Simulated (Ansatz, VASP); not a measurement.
Two plane-wave programs on Hf

The input INCAR:

```
SYSTEM = Hf
PREC     = Accurate       ! precision mode
ENCUT    = 520            ! plane-wave cutoff, eV
EDIFF    = 1E-6           ! SCF threshold, eV
ISMEAR   = 0              ! smearing method
SIGMA    = 0.15           ! smearing width, eV
LREAL    = .False.        ! projectors in reciprocal space
LASPH    = .True.         ! aspherical terms in the spheres
NELM     = 100            ! most SCF steps
ALGO     = Fast           ! electronic algorithm
ISIF     = 2              ! what is computed and relaxed
LWAVE    = .False.        ! write WAVECAR
LCHARG   = .True.         ! write CHGCAR
GGA      = PS             ! functional
LELF     = .True.         ! ELF
LVHAR    = .True.       
NBANDS   = 11             ! bands
```

Contents of KPOINTS:

```
Automatic mesh
0
Gamma
  18 18 18
  0 0 0
```

File POSCAR:

```
Hf
1.0
    0.0000000000      2.2200000000      2.2200000000
    2.1756000000      0.0000000000      2.2200000000
    2.1756000000      2.2200000000      0.0000000000
Hf
1
Direct
    0.0000000000      0.0000000000      0.0000000000
```

Input for Ansatz:

```yaml
crystal:
  lattice:
    - [0.0, 2.22, 2.22]
    - [2.1756, 0.0, 2.22]
    - [2.1756, 2.22, 0.0]
  atoms:
    - { symbol: Hf, position: [0.0, 0.0, 0.0] }
basis:
  ecutwfc: 420
kpoints:
  mp_grid: { grid: [18, 18, 18] }
hamiltonian:
  xc: pbesol
scf:
  occupations: { method: gaussian, width: 0.15 }
output:
  forces: true
  stress: true
  eigenvalues: true
```

Change from the starting cell: strain -0.0200 x Voigt [1, 0, 0, 0, 0, 0], atoms carried along.

Alike in both runs: task single point; functional PBEsol; k mesh 18 × 18 × 18; occupations gaussian, width 0.15 eV; no spin polarisation.

|  | VASP | Ansatz |
| --- | --- | --- |
| version | VASP 6.6.1 | Ansatz 0.2.0 |
| potentials or method | VASP PAW PBE potentials, release 64 (Hf_pv), cutoff 520 eV | scalar-relativistic, plane waves, PAW |
| valence electrons in the cell | 10 | 26 |

```csv
,VASP,Ansatz,Ansatz less VASP
gap on the k mesh at the Fermi level (eV),none,none,-
pressure (GPa),0.2,0.6,+0.39
"traceless stress, the component that is largest in VASP (GPa)",0.76,0.75,-0.010
```

VASP's potentials were made for PBE, not for PBEsol. A gap of «none» marks a metal or a gap that the smearing closes. VASP's potentials hold 10 valence electrons a cell and Ansatz's 26, so a difference there can come from the potentials and not from the codes.

Spin-orbit coupling is off throughout.
